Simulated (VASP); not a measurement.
# InSb (F-43m) in VASP: elastic constants with PBEsol

Aim: the elastic constants of InSb with PBEsol.

All numbers are computed with VASP 6.6.1; they aren't measurements. Logs are shortened: lines on timing, memory, paths and dates and some standing lists are left out, and cuts for length are marked.

## 1. The cell of the first run

It takes space group F-43m (No. 216, cubic). The conventional cell has a = 6.076 Å, b = 6.076 Å, c = 6.076 Å, α = 90.00°, β = 90.00°, γ = 90.00°. In (site symmetry -43m) has 4 Sb at 2.63 Å within 3.5 Å. Sb (site symmetry -43m) has 4 In at 2.63 Å within 3.5 Å.

## 2. Elastic constants, PBEsol

Input file INCAR:

```
SYSTEM = InSb
PREC = Accurate
ENCUT = 600
EDIFF = 1E-8
ISMEAR = -1
SIGMA = 0.1
LREAL = .FALSE.
LASPH = .TRUE.
NELM = 100
ALGO = Normal
ISIF = 3
LWAVE = .FALSE.
LCHARG = .FALSE.
GGA = PS
IBRION = 6
NFREE = 2
POTIM = 0.015
NSW = 1
```

Input file KPOINTS:

```
Automatic mesh
0
G
  12 12 12
  0 0 0
```

Input file POSCAR:

```
InSb
1.0
    0.0000000000      3.0379938055      3.0379938055
    3.0379938055      0.0000000000      3.0379938055
    3.0379938055      3.0379938055      0.0000000000
In Sb
1 1
Direct
    0.0000000000      0.0000000000      0.0000000000
    0.7500000000      0.7500000000      0.7500000000
```

Potentials or basis: VASP PAW PBE potentials, release 64 (In_d, Sb).

The run is started by

```console
$ cat potpaw_PBE.64/In_d/POTCAR potpaw_PBE.64/Sb/POTCAR > POTCAR
$ mpirun -np 1 vasp_std > vasp.out
```

OUTCAR:

```text
SYSTEM = InSb
   PREC = Accurate
   ENCUT = 600
   EDIFF = 1E-8
   ISMEAR = -1
   LREAL = .FALSE.
   LASPH = .TRUE.
   NELM = 100
   ISIF = 3
   GGA = PS
   IBRION = 6
   NFREE = 2
   POTIM = 0.015
   NSW = 1

 ion  position               nearest neighbor table
   1  0.000  0.000  0.000-   2 2.63   2 2.63   2 2.63   2 2.63
   2  0.750  0.750  0.750-   1 2.63   1 2.63   1 2.63   1 2.63

  LATTYP: Found a face centered cubic cell.
 ALAT       =     6.0759876110

  Lattice vectors:

 A1 = (   0.0000000000,   3.0379938055,   3.0379938055)
 A2 = (   3.0379938055,   0.0000000000,   3.0379938055)
 A3 = (   3.0379938055,   3.0379938055,   0.0000000000)

Analysis of symmetry for initial positions (statically):
=====================================================================
 Subroutine PRICEL returns:
 Original cell was already a primitive cell.

 Routine SETGRP: Setting up the symmetry group for a
 face centered cubic supercell.

 Subroutine GETGRP returns: Found 24 space group operations
 (whereof 24 operations were pure point group operations)
 out of a pool of 48 trial point group operations.

The static configuration has the point symmetry T_d .

Analysis of symmetry for dynamics (positions and initial velocities):
=====================================================================
 Subroutine PRICEL returns:
 Original cell was already a primitive cell.

 Routine SETGRP: Setting up the symmetry group for a
 face centered cubic supercell.

 Subroutine GETGRP returns: Found 24 space group operations
 (whereof 24 operations were pure point group operations)
 out of a pool of 48 trial point group operations.

The dynamic configuration has the point symmetry T_d .

 Subroutine INISYM returns: Found 24 space group operations
 (whereof 24 operations are pure point group operations),
 and found     1 'primitive' translations

[... 714 lines left out ...]
      3      -7.8239      2.00000
      4      -7.7196      2.00000
      5      -7.7131      2.00000
      6      -2.7807      2.00000
      7       0.7167      2.00000
      8       4.1928      2.00000
      9       5.5394      2.00000
     10       9.1897      0.00000
     11      10.9615      0.00000
     12      11.8443      0.00000
     13      14.1078      0.00000

 [... further k-points ...]

------------------------ aborting loop because EDIFF is reached ----------------------------------------

  FORCE on cell =-STRESS in cart. coord.  units (eV):
  Direction    XX          YY          ZZ          XY          YZ          ZX
  --------------------------------------------------------------------------------------
  -------------------------------------------------------------------------------------
  Total        5.2688527      5.2733828      5.2733828      0.0000000     -0.2510721      0.0000000
  in kB      150.5344814    150.6639088    150.6639088      0.0000000     -7.1732913      0.0000000
  external PRESSURE =     150.6207663 kB  Pullay stress =       0.0000000 kB
[... 17 lines left out ...]
  FREE ENERGIE OF THE ION-ELECTRON SYSTEM (eV)
  ---------------------------------------------------
  free  energy   TOTEN  =        -7.1915910394 eV

  energy  without entropy=       -7.1911542314  energy(sigma->0) =       -7.19137264

 INTERNAL STRAIN TENSORS FROM STRAINED CELLS
 ============================================

 INTERNAL STRAIN TENSOR FOR ION    1 for displacements in x,y,z  (eV/Angst):
          X           Y           Z          XY          YZ          ZX
  --------------------------------------------------------------------------------
  x     0.00000     0.00000    -0.00000    -0.00000   -16.71291     0.00000
  y     0.00000    -0.00000     0.00000    -0.00000    -0.00000   -16.71261
  z     0.00000     0.00000    -0.00000   -16.71286    -0.00000     0.00000

 INTERNAL STRAIN TENSORS FROM DISPLACED ATOMS
 ============================================

 INTERNAL STRAIN TENSOR FOR ION    1 for displacements in x,y,z  (eV/Angst):
          X           Y           Z          XY          YZ          ZX
  --------------------------------------------------------------------------------
  x     0.00000     0.00000     0.00000     0.00000   -16.74747     0.00000
  y     0.00000     0.00000     0.00000     0.00000     0.00000   -16.74747
  z     0.00000     0.00000     0.00000   -16.74747     0.00000     0.00000

 INTERNAL STRAIN TENSOR FOR ION    2 for displacements in x,y,z  (eV/Angst):
          X           Y           Z          XY          YZ          ZX
  --------------------------------------------------------------------------------
  x     0.00000     0.00000     0.00000     0.00000    16.73934     0.00000
  y     0.00000     0.00000     0.00000     0.00000     0.00000    16.73934
  z     0.00000     0.00000     0.00000    16.73934     0.00000     0.00000

 Eigenvectors and eigenvalues of the dynamical matrix
 ----------------------------------------------------

   1 f  =    6.836438 THz    42.954605 2PiTHz  228.039014 cm-1    28.273222 meV
             X         Y         Z           dx          dy          dz
      0.000000  0.000000  0.000000     0.000000    0.717503    0.000000
      4.556991  4.556991  4.556991     0.000000   -0.696556    0.000000
[... 21 lines left out ...]
   6 f/i=    0.001117 THz     0.007015 2PiTHz    0.037243 cm-1     0.004618 meV
             X         Y         Z           dx          dy          dz
      0.000000  0.000000  0.000000     0.000000    0.000000   -0.696556
      4.556991  4.556991  4.556991     0.000000    0.000000   -0.717503

--------------------------------------------------------------------------------------------------------

 ELASTIC MODULI CONTR FROM IONIC RELAXATION (kBar)
 Direction    XX          YY          ZZ          XY          YZ          ZX
 --------------------------------------------------------------------------------
 XX          -0.0000     -0.0000      0.0000     -0.0000      0.0000      0.0000
 YY          -0.0000     -0.0000      0.0000     -0.0000      0.0000      0.0000
 ZZ           0.0000      0.0000     -0.0000      0.0000     -0.0000     -0.0000
 XY          -0.0000     -0.0000      0.0000   -708.8046      0.0000      0.0000
 YZ           0.0000      0.0000     -0.0000      0.0000   -708.8046     -0.0000
 ZX           0.0000      0.0000     -0.0000      0.0000     -0.0000   -708.8046
 --------------------------------------------------------------------------------

 TOTAL ELASTIC MODULI (kBar)
 Direction    XX          YY          ZZ          XY          YZ          ZX
 --------------------------------------------------------------------------------
 XX        1040.9980    856.9667    856.9667      0.0000      0.0000      0.0000
 YY         856.9667   1040.9980    856.9667     -0.0000      0.0000      0.0000
 ZZ         856.9667    856.9667   1040.9980      0.0000     -0.0000      0.0000
 XY           0.0000     -0.0000      0.0000    226.2566      0.0000      0.0000
 YZ           0.0000      0.0000     -0.0000      0.0000    226.2566     -0.0000
 ZX           0.0000      0.0000      0.0000      0.0000     -0.0000    226.2566
 --------------------------------------------------------------------------------
```

Run time: 76 min. Hardware: 1 thread of Intel Xeon 8259CL, shared host; peak memory 0.82 GiB.

What came out:

```
Elastic constants C11, C12, C44                         : 104, 86, 23 GPa
Voigt bulk modulus                                      : 92 GPa
Highest phonon frequency at Γ, LO-TO splitting left out : 228 cm⁻¹
```

Phonon frequencies in cm⁻¹ (negative: imaginary):
```tsv
q point	frequencies
(0.000, 0.000, 0.000)	0 0 0 228 228 228
```

Elastic tensor in Voigt notation (GPa, in the Cartesian axes of the cell as first typed):
```
104  86  86   0   0   0
 86 104  86   0   0   0
 86  86 104   0   0   0
  0   0   0  23   0   0
  0   0   0   0  23   0
  0   0   0   0   0  23
```

Clamped-ion elastic tensor (GPa):
```
104  86  86   0   0   0
 86 104  86   0   0   0
 86  86 104   0   0   0
  0   0   0  94   0   0
  0   0   0   0  94   0
  0   0   0   0   0  94
```

Caveat: the cell is under stress, which shifts elastic constants; the PAW data sets were made with another functional, which shifts forces and pressure a little; spin-orbit coupling is left out, which moves the levels of the heavy elements.
